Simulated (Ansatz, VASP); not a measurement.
# Two plane-wave programs on NbSi2

```
CELL_PARAMETERS angstrom
4.81900 0.00000 0.00000
-2.40950 4.17338 0.00000
0.00000 0.00000 6.59200
ATOMIC_POSITIONS crystal
Nb 0.50000 0.00000 0.50000
Nb 0.50000 0.50000 0.83333
Nb 0.00000 0.50000 0.16667
Si 0.15990 0.31980 0.50000
Si 0.84010 0.15990 0.83333
Si 0.68020 0.84010 0.16667
Si 0.84010 0.68020 0.50000
Si 0.15990 0.84010 0.83333
Si 0.31980 0.15990 0.16667
```

Alike in both runs: task relaxation of cell and atoms; functional LDA; k mesh 8 × 8 × 5; occupations fermi-dirac, width 0.1 eV; no spin polarisation.

```csv
,VASP,Ansatz
version,VASP 6.6.1,Ansatz 0.2.0
potentials or method,"VASP PAW LDA potentials, release 64 (Nb_sv, Si), cutoff 600 eV",PAW plane waves
valence electrons in the cell,63,63
```

VASP gave:

* gap on the k mesh at the Fermi level, each at its own relaxed structure (eV): none
* relaxed volume (Å³/atom): 14.16
* relaxed cell length with the largest relative difference (Å): 6.537

Task: Which values does Ansatz return?

Result: gap on the k mesh at the Fermi level, each at its own relaxed structure (eV): none; relaxed volume (Å³/atom): 14.16; relaxed cell length with the largest relative difference (Å): 6.536.

Ansatz warns that its potentials were made for another functional, while VASP's fit it. LDA's correlation is that of Perdew and Zunger in VASP and of Perdew and Wang (1992) in Ansatz. A gap of «none» marks a metal or a gap that the smearing closes.
